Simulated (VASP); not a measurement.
Wanted: the native input for a VASP 6.6.1 run.

```
Task                   : single point
Functional             : PBE
Dispersion             : D3(BJ)
Potentials or basis    : VASP PAW PBE potentials, release 64 (Si, O)
Cutoff                 : 520 eV
k mesh                 : 12 × 12 × 12
Occupations            : gaussian, width 0.02 eV
Spin                   : no spin polarisation
Dipole correction      : no
Further INCAR settings : ALGO = Normal; EDIFF = 1e-07; NBANDS = 15
```

The structure of SiO2 lies in POSCAR:

```
SiO2
1.0
    1.3466088431      0.7774649780      4.8245387773
   -1.3466088431      0.7774649780      4.8245387773
    0.0000000000     -1.5549299562      4.8245387772
Si O
1 2
Direct
    0.5000000000      0.5000000000      0.5000000000
    0.7700713230      0.7700713230      0.7700713230
    0.2299286770      0.2299286770      0.2299286770
```

These files were run (other wordings do the same):

INCAR

```
PREC     = Accurate       # precision mode
ENCUT    = 520            # plane-wave cutoff, eV
EDIFF    = 1E-7           # SCF threshold, eV
ISMEAR   = 0              # smearing method
SIGMA    = 0.02           # smearing width, eV
LREAL    = False          # projectors in reciprocal space
LASPH    = True           # aspherical terms in the spheres
NELM     = 100            # most SCF steps
ALGO     = Normal         # electronic algorithm
ISIF     = 2              # what is computed and relaxed
LWAVE    = False          # write WAVECAR
LCHARG   = False          # write CHGCAR
GGA      = PE             # functional
IVDW     = 12             # dispersion correction
NBANDS   = 15             # bands
```

KPOINTS

```
regular mesh
0
Gamma
  12 12 12
```

Potentials or basis: VASP PAW PBE potentials, release 64 (Si, O).

The run is started by

```bash
$ cat potpaw_PBE.64/Si/POTCAR potpaw_PBE.64/O/POTCAR > POTCAR
$ mpirun -np 1 vasp_std > vasp.out
```

It gave:

```yaml
Pressure: -1.0 GPa
Largest_force: 0.014 eV/Å
Band_gap_on_the_k_mesh: 6.17 eV (least direct gap 6.47 eV)
Dispersion_energy_per_atom: -0.176 eV
```

Wall time 3.6 min on 1 thread of Intel(R) Xeon(R) Platinum 8175M CPU @ 2.50GHz (Skylake/Cascade Lake), with other jobs on the host, peak memory 0.27 GiB.
